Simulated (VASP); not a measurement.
# YSe (I4/mmm) in VASP: a series of runs

Runs on YSe. Level: LDA. Tasks: electric field gradients.

Program: VASP 6.6.1. These are calculated values, not measurements. Logs are shortened: lines on timing, memory, paths and dates and some standing lists are left out, and cuts for length are marked.

## Step 1: The cell of the first run

Symmetry: I4/mmm, No. 139, tetragonal system. Conventional cell: a = 4.066 Å, b = 4.066 Å, c = 5.865 Å, α = 90.00°, β = 90.00°, γ = 90.00°. Y (site symmetry 4/mmm) has 6 Se at 2.88 to 2.93 Å within 3.8 Å. Within 3.8 Å of Se (site symmetry 4/mmm) lie 6 Y at 2.88 to 2.93 Å.

## Step 2: Electric field gradients, LDA (zz strain of +2 %)

File INCAR:

```
  PREC = Accurate
  ENCUT = 520
  EDIFF = 1E-8
  ISMEAR = -1
  SIGMA = 0.03
  LREAL = False
  LASPH = True
  NELM = 80
  ALGO = Normal
  ISIF = 2
  LWAVE = False
  LCHARG = False
  GGA = CA
  LEFG = True
  NBANDS = 16
```

File KPOINTS:

```
Automatic mesh
0
Gamma
  7 7 7
```

File POSCAR:

```
YSe
1.0
    0.0000000000      2.8750000000      2.9325000000
    2.8750000000      0.0000000000      2.9325000000
    2.8750000000      2.8750000000      0.0000000000
Y Se
1 1
Direct
    0.0000000000      0.0000000000      0.0000000000
    0.5000000000      0.5000000000      0.5000000000
```

Potentials or basis: VASP PAW LDA potentials, release 64 (Y_sv, Se).

Command:

```
> cat potpaw_LDA.64/Y_sv/POTCAR potpaw_LDA.64/Se/POTCAR > POTCAR
> mpirun -np 1 vasp_std > vasp.out
```

OUTCAR:

```text
PREC = Accurate
   ENCUT = 520
   EDIFF = 1E-8
   ISMEAR = -1
   LREAL = False
   LASPH = True
   NELM = 80
   ISIF = 2
   GGA = CA

 ion  position               nearest neighbor table
   1  0.000  0.000  0.000-   2 2.88   2 2.88   2 2.88   2 2.88   2 2.93   2 2.93
   2  0.500  0.500  0.500-   1 2.88   1 2.88   1 2.88   1 2.88   1 2.93   1 2.93

  LATTYP: Found a body centered tetragonal cell.
 ALAT       =     4.0658639918
 C/A-ratio  =     1.4424978336

  Lattice vectors:

 A1 = (  -2.8750000000,   0.0000000000,   2.9325000000)
 A2 = (   2.8750000000,   0.0000000000,   2.9325000000)
 A3 = (   0.0000000000,   2.8750000000,  -2.9325000000)

Analysis of symmetry for initial positions (statically):
=====================================================================
 Subroutine PRICEL returns:
 Original cell was already a primitive cell.

 Routine SETGRP: Setting up the symmetry group for a
 body centered tetragonal supercell.

 Subroutine GETGRP returns: Found 16 space group operations
 (whereof 16 operations were pure point group operations)
 out of a pool of 16 trial point group operations.

The static configuration has the point symmetry D_4h.

Analysis of symmetry for dynamics (positions and initial velocities):
=====================================================================
 Subroutine PRICEL returns:
 Original cell was already a primitive cell.

 Routine SETGRP: Setting up the symmetry group for a
 body centered tetragonal supercell.

 Subroutine GETGRP returns: Found 16 space group operations
 (whereof 16 operations were pure point group operations)
 out of a pool of 16 trial point group operations.

The dynamic configuration has the point symmetry D_4h.

 Subroutine INISYM returns: Found 16 space group operations
 (whereof 16 operations are pure point group operations),
 and found     1 'primitive' translations

----------------------------------------------------------------------------------------

                                     Primitive cell

  volume of cell :      48.4779

  direct lattice vectors                    reciprocal lattice vectors
     0.000000000  2.875000000  2.932500000    -0.173913043  0.173913043  0.170502984
     2.875000000  0.000000000  2.932500000     0.173913043 -0.173913043  0.170502984
     2.875000000  2.875000000  0.000000000     0.173913043  0.173913043 -0.170502984

  length of vectors
     4.106723907  4.106723907  4.065863992     0.299270381  0.299270381  0.299270381

  position of ions in fractional coordinates (direct lattice)
     0.000000000  0.000000000  0.000000000
     0.500000000  0.500000000  0.500000000

  ion indices of the primitive-cell ions
   primitive index   ion index
                 1           1
                 2           2

----------------------------------------------------------------------------------------

 KPOINTS: Automatic mesh

Automatic generation of k-mesh.
 Grid dimensions read from file:
 generate k-points for:    7    7    7

 Generating k-lattice:

  Cartesian coordinates                     Fractional coordinates (reciprocal lattice)
    -0.024844720  0.024844720  0.024357569     0.142857143  0.000000000  0.000000000
     0.024844720 -0.024844720  0.024357569     0.000000000  0.142857143  0.000000000
     0.024844720  0.024844720 -0.024357569     0.000000000  0.000000000  0.142857143

  Length of vectors
     0.042752912  0.042752912  0.042752912

  Shift w.r.t. Gamma in fractional coordinates (k-lattice)
     0.000000000  0.000000000  0.000000000

 Subroutine IBZKPT returns following result:
 ===========================================

 Found     40 irreducible k-points:

 Following reciprocal coordinates:
            Coordinates               Weight
  0.000000  0.000000  0.000000      1.000000
  0.142857 -0.000000  0.000000      8.000000
  0.285714 -0.000000  0.000000      8.000000
  0.428571 -0.000000  0.000000      8.000000
  0.142857  0.142857  0.000000      2.000000
  0.285714  0.142857  0.000000      8.000000
[... 16 lines left out ...]
  0.428571  0.285714  0.142857      8.000000
 -0.428571  0.285714  0.142857     16.000000
 [... further k-points ...]
   k-points           NKPTS =     40   k-points in BZ     NKDIM =     40   number of bands    NBANDS=     16
   number of dos      NEDOS =    301   number of ions     NIONS =      2
   total plane-waves  NPLWV =  30720
   dimension x,y,z NGX =    32 NGY =   32 NGZ =   30
   dimension x,y,z NGXF=    64 NGYF=   64 NGZF=   60
   ions per type =               1   1
   NGX,Y,Z   is equivalent  to a cutoff of  12.95, 12.95, 12.27 a.u.
   NGXF,Y,Z  is equivalent  to a cutoff of  25.91, 25.91, 24.53 a.u.
 SYSTEM =  unknown system
   PREC   = accura    normal or accurate (medium, high low for compatibility)
   ISTART =      0    job   : 0-new  1-cont  2-samecut
   ICHARG =      2    charge: 1-file 2-atom 10-const
   ISPIN  =      1    spin polarized calculation?
   LNONCOLLINEAR =      F non collinear calculations
   LSORBIT =      F    spin-orbit coupling
   LASPH  =      T    aspherical Exc in radial PAW
   ENCUT  =  520.0 eV  38.22 Ry    6.18 a.u.   7.64  7.64  7.56*2*pi/ulx,y,z
   NELM   =     80;   NELMIN=  2; NELMDL= -5     # of ELM steps
   EDIFF  = 0.1E-07   stopping-criterion for ELM
   LREAL  =      F    real-space projection
   EDIFFG = 0.1E-06   stopping-criterion for IOM
   NSW    =      0    number of steps for IOM
   IBRION =     -1    ionic relax: 0-MD 1-quasi-New 2-CG
   NFREE  =      0    steps in history (QN), initial steepest desc. (CG)
   ISIF   =      2    stress and relaxation
   ISYM   =      2    0-nonsym 1-usesym 2-fastsym
   POTIM  = 0.5000    time-step for ionic-motion
   TEBEG  =    0.0;   TEEND  =   0.0 temperature during run
   PSTRESS=    0.0 pullay stress
   NELECT =      17.0000    total number of electrons
   NUPDOWN=      -1.0000    fix difference up-down
   EMIN   =  10.00;   EMAX   =-10.00  energy-range for DOS
   EFERMI =   0.00;   METHOD = LEGACY
   ISMEAR =    -1;   SIGMA  =   0.03  broadening in eV -4-tet -1-fermi 0-gaus
   EFERMI_NEDOS =   21; number of points for ismear=-14 and -15
   IALGO  =     38    algorithm
   IMIX   =      4    mixing-type and parameters
     AMIX     =   0.40;   BMIX     =  1.00
     AMIX_MAG =   1.60;   BMIX_MAG =  1.00
  volume/ion in A,a.u.               =      24.24       163.57
  Fermi-wavevector in a.u.,A,eV,Ry     =   1.154454  2.181601 18.133350  1.332764
  Thomas-Fermi vector in A             =   2.291090
   LORBIT       =      0    0 simple, 1 ext, 2 COOP (PROOUT), +10 PAW based schemes
   GGA     = CA    functional components
   LHFCALC =     F    Hartree Fock is set to
   AEXX    =    0.0000 exact exchange contribution
   IVDW    =     0    specifies the selected vdW correction
   LEPSILON=     F    determine dielectric tensor
   LRPA    =     F    only Hartree local field effects (RPA)
 non-spin polarized calculation
  energy-cutoff  :      520.00
  volume of cell :       48.48
 maximum number of plane-waves:      1319
   NGX = 15   NGY = 15   NGZ = 15

 number of electron      16.9999999 magnetization

 Free energy of the ion-electron system (eV)
  ---------------------------------------------------
  ext. energy  EPLUGINS =         0.00000000
  ---------------------------------------------------
  free energy    TOTEN  =       -14.85860447 eV

  energy without entropy =      -14.85473684  energy(sigma->0) =      -14.85667065

 E-fermi :   5.8263     XC(G=0): -10.3274

 val. band max:        5.8222122464   @ k =   0.1429  -0.0000   0.0000
 cond. band min:       5.8586556156   @ k =   0.4286   0.0000   0.1429
 fundamental gap:      0.0364433692
 Fermi energy:         5.8262839188

 k-point     1 :       0.0000    0.0000    0.0000
  band No.  band energies     occupation
      1     -37.7548      2.00000
      2     -17.8419      2.00000
      3     -17.8381      2.00000
      4     -17.8381      2.00000
      5      -9.3234      2.00000
      6       2.7172      2.00000
[... 8 lines left out ...]
     15      11.9274      0.00000
     16      17.4512      0.00000

 k-point     2 :       0.1429   -0.0000    0.0000
  band No.  band energies     occupation
      1     -37.7521      2.00000
      2     -17.8900      2.00000
      3     -17.8446      2.00000
      4     -17.8405      2.00000
      5      -9.1529      2.00000
      6       1.6320      2.00000
[... 8 lines left out ...]
     15      12.6379      0.00000
     16      15.5354      0.00000

 k-point     3 :       0.2857   -0.0000    0.0000
  band No.  band energies     occupation
      1     -37.7460      2.00000
      2     -18.0002      2.00000
      3     -17.8534      2.00000
      4     -17.8459      2.00000
      5      -8.7465      2.00000
      6       0.0855      2.00000
[... 8 lines left out ...]
     15      12.7007      0.00000
     16      13.8300      0.00000

 k-point     4 :       0.4286   -0.0000    0.0000
  band No.  band energies     occupation
      1     -37.7411      2.00000
      2     -18.0851      2.00000
      3     -17.8604      2.00000
      4     -17.8502      2.00000
      5      -8.3885      2.00000
      6      -0.8706      2.00000
[... 8 lines left out ...]
     15      11.7830      0.00000
     16      12.0265      0.00000

 k-point     5 :       0.1429    0.1429    0.0000
  band No.  band energies     occupation
      1     -37.7514      2.00000
      2     -17.8856      2.00000
      3     -17.8510      2.00000
      4     -17.8510      2.00000
      5      -9.1335      2.00000
      6       1.2169      2.00000
[... 8 lines left out ...]
     15      12.8808      0.00000
     16      15.3988      0.00000

 k-point     6 :       0.2857    0.1429    0.0000
  band No.  band energies     occupation
      1     -37.7466      2.00000
      2     -17.9606      2.00000
      3     -17.8615      2.00000
      4     -17.8608      2.00000
      5      -8.8643      2.00000
      6       0.3229      2.00000
[... 8 lines left out ...]
     15      12.7353      0.00000
     16      13.8735      0.00000
[... 267 lines left out ...]
 k-point    21 :      -0.2857    0.0000    0.1429
  band No.  band energies     occupation
      1     -37.7426      2.00000
      2     -18.0226      2.00000
      3     -17.8858      2.00000
      4     -17.8523      2.00000
      5      -8.5947      2.00000
      6      -0.2843      2.00000
[... 8 lines left out ...]
     15      12.8893      0.00000
     16      13.0471      0.00000

 k-point    22 :      -0.1429    0.0000    0.1429
  band No.  band energies     occupation
      1     -37.7483      2.00000
      2     -17.9403      2.00000
      3     -17.8675      2.00000
      4     -17.8428      2.00000
      5      -8.9323      2.00000
      6       0.6647      2.00000
[... 8 lines left out ...]
     15      13.3174      0.00000
     16      13.4927      0.00000

 k-point    23 :       0.4286    0.2857    0.1429
  band No.  band energies     occupation
      1     -37.7421      2.00000
      2     -17.9973      2.00000
      3     -17.8995      2.00000
      4     -17.8668      2.00000
      5      -8.6740      2.00000
      6      -0.0725      2.00000
[... 8 lines left out ...]
     15      11.6749      0.00000
     16      13.2982      0.00000

 k-point    24 :      -0.4286    0.2857    0.1429
  band No.  band energies     occupation
      1     -37.7383      2.00000
      2     -18.0290      2.00000
      3     -17.9220      2.00000
      4     -17.8805      2.00000
      5      -8.5022      2.00000
      6      -0.2447      2.00000
[... 8 lines left out ...]
     15      12.0915      0.00000
     16      13.0311      0.00000

 [... further k-points ...]
[... 5 lines left out ...]
  --------------------------------------------------------------------------------------
  -------------------------------------------------------------------------------------
  Total       -1.4570713     -1.4570713     -2.3401268      0.0000000      0.0000000      0.0000000
  in kB      -48.1556975    -48.1556975    -77.3403723      0.0000000      0.0000000      0.0000000
  external PRESSURE =     -57.8839224 kB  Pullay stress =       0.0000000 kB

 VOLUME and BASIS-vectors are now :
 -----------------------------------------------------------------------------
  energy-cutoff  :      520.00
  volume of cell :       48.48
      direct lattice vectors                 reciprocal lattice vectors
     0.000000000  2.875000000  2.932500000    -0.173913043  0.173913043  0.170502984
     2.875000000  0.000000000  2.932500000     0.173913043 -0.173913043  0.170502984
     2.875000000  2.875000000  0.000000000     0.173913043  0.173913043 -0.170502984

 POSITION                                       TOTAL-FORCE (eV/Angst)
 -----------------------------------------------------------------------------------
      0.00000      0.00000      0.00000        -0.000000     -0.000000      0.000000
      2.87500      2.87500      2.93250         0.000000      0.000000     -0.000000
 -----------------------------------------------------------------------------------
    total drift:                                0.000000     -0.000000     -0.000000

  FREE ENERGIE OF THE ION-ELECTRON SYSTEM (eV)
  ---------------------------------------------------
  free  energy   TOTEN  =       -14.8586044724 eV

  energy  without entropy=      -14.8547368363  energy(sigma->0) =      -14.85667065

 Electric field gradients (V/A^2)
---------------------------------------------------------------------
 ion       V_xx      V_yy      V_zz      V_xy      V_xz      V_yz
---------------------------------------------------------------------
   1      -8.784    -8.784    17.568     0.000    -0.000    -0.000
   2      -8.867    -8.867    17.734    -0.001     0.000     0.000
---------------------------------------------------------------------

 Electric field gradients after diagonalization (V/A^2)
 (convention: |V_zz| > |V_xx| > |V_yy|)
----------------------------------------------------------------------
 ion       V_xx      V_yy      V_zz     asymmetry (V_yy - V_xx)/ V_zz
----------------------------------------------------------------------
   1      -8.784    -8.784    17.568       0.000
   2      -8.867    -8.866    17.734       0.000
----------------------------------------------------------------------

           NMR quadrupolar parameters

 Cq : quadrupolar parameter    Cq=e*Q*V_zz/h
 eta: asymmetry parameters     (V_yy - V_xx)/ V_zz
 Q  : nuclear electric quadrupole moment in mb (millibarn)
----------------------------------------------------------------------
 ion       Cq(MHz)       eta       Q (mb)
----------------------------------------------------------------------
   1       0.042       0.000       1.000
   2       0.043       0.000       1.000
----------------------------------------------------------------------
```

It took 24 s on 1 thread of Intel Xeon Platinum 8375C at 2.90GHz (Ice Lake), shared host; peak memory 0.19 GiB.

What came out:

| Property | Result |
| --- | --- |
| Free energy | -14.8586 eV |
| Pressure | -5.8 GPa |
| Band gap on the k mesh | zero (an odd number of electrons rules out a gap without spin polarisation) |
| Largest electric field gradient by atom | Y +17.6; Se +17.7 V/Å² |

Electric field gradients, principal values (V/Å²):
| atom | least | middle | greatest (by size) |
| --- | --- | --- | --- |
| 1 Y | -8.784 | -8.784 | 17.568 |
| 2 Se | -8.866 | -8.867 | 17.734 |

Caveat: the cell differs from its parent crystal (zz strain of +2 %); the cell stands under tension; without QUAD_EFG the Cq values of the log hold for a quadrupole moment of 1 mb, not for the nuclei.

(Part 1 of 2 ends here.)
